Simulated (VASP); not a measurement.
Input of a VASP 6.6.1 run:

INCAR

```
SYSTEM = TaSF
ALGO = Normal ; EDIFF = 1E-7
EDIFFG = -0.01 ; ENCUT = 600
GGA = PE ; IBRION = 2
ISIF = 3 ; ISMEAR = 0
LASPH = .True. ; LCHARG = .False.
LREAL = .False. ; LWAVE = .False.
NELM = 100 ; NSW = 100
PREC = Accurate ; SIGMA = 0.1
```

The input KPOINTS:

```
k-points
0
Gamma
  14 14 12
  0 0 0
```

The input POSCAR:

```
TaSF
1.0
    3.4663537337      0.0000000000      0.0000000000
    0.0000000000      3.4663537337      0.0000000000
    0.0000000000      0.0000000000      4.1682756330
Ta S F
1 1 1
Direct
    0.5000000000      0.5000000000      0.5000000000
    0.0000000000      0.0000000000      0.5000000000
    0.5000000000      0.5000000000      0.0000000000
```

Potentials or basis: VASP PAW PBE potentials, release 64 (Ta_pv, S, F).

Launch:

```console
$ cat potpaw_PBE.64/Ta_pv/POTCAR potpaw_PBE.64/S/POTCAR potpaw_PBE.64/F/POTCAR > POTCAR
$ mpirun -np 1 vasp_std > vasp.out
```

Predict the space group after relaxing (to 0.05 Å).

P4/mmm (No. 123).

Predict the relaxed volume.

16.71 Å³/atom.

Final structure:
```xyz
3
Lattice="3.4670 0.0000 0.0000 0.0000 3.4670 0.0000 0.0000 0.0000 4.1702" Properties=species:S:1:pos:R:3 pbc="T T T"
Ta    1.7335    1.7335    2.0851
S     0.0000    0.0000    2.0851
F     1.7335    1.7335    0.0000
```
